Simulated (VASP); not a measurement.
Wanted: the native input for a VASP 6.6.1 run.

```yaml
Task: single point
Functional: LDA
Potentials_or_basis: VASP PAW LDA potentials, release 64 (Au, Zn)
Cutoff: 520 eV
k_mesh: 8 × 8 × 8
Occupations: fermi-dirac, width 0.05 eV
Spin: no spin polarisation
Dipole_correction: no
Further_INCAR_settings: ALGO = Fast; EDIFF = 1e-07; NBANDS = 18
```

The structure of ZnAu lies in POSCAR:

```
ZnAu
1.0
    3.1470000000      0.0000000000      0.0000000000
    0.0000000000      3.1470000000      0.0000000000
    0.0000000000      0.0000000000      3.1470000000
Au Zn
1 1
Direct
    0.0000000000      0.0000000000      0.0000000000
    0.5000000000      0.5000000000      0.5000000000
```

These files were run (other wordings do the same):

INCAR

```
SYSTEM = ZnAu
ALGO     = Fast           ! electronic algorithm
EDIFF    = 1E-7           ! SCF threshold, eV
ENCUT    = 520            ! plane-wave cutoff, eV
GGA      = CA             ! functional
ISIF     = 2              ! what is computed and relaxed
ISMEAR   = -1             ! smearing method
LASPH    = .TRUE.         ! aspherical terms in the spheres
LCHARG   = .FALSE.        ! write CHGCAR
LREAL    = .FALSE.        ! projectors in reciprocal space
LWAVE    = .FALSE.        ! write WAVECAR
NBANDS   = 18             ! bands
NELM     = 100            ! most SCF steps
PREC     = Accurate       ! precision mode
SIGMA    = 0.05           ! smearing width, eV
```

KPOINTS

```
k-points
0
G
  8 8 8
  0 0 0
```

Potentials or basis: VASP PAW LDA potentials, release 64 (Au, Zn).

Run with:

```bash
$ cat potpaw_LDA.64/Au/POTCAR potpaw_LDA.64/Zn/POTCAR > POTCAR
$ mpirun -np 1 vasp_std > vasp.out
```

It gave:

```yaml
Pressure: -6.1 GPa
Band_gap_on_the_k_mesh: zero (an odd number of electrons rules out a gap without spin polarisation)
```

Caveat: the cell stands under tension; spin-orbit coupling is left out, which moves the levels of the heavy elements.

Run time: 13 s on 1 thread of Intel Xeon 8259CL, on a shared host, peak memory 0.14 GiB.
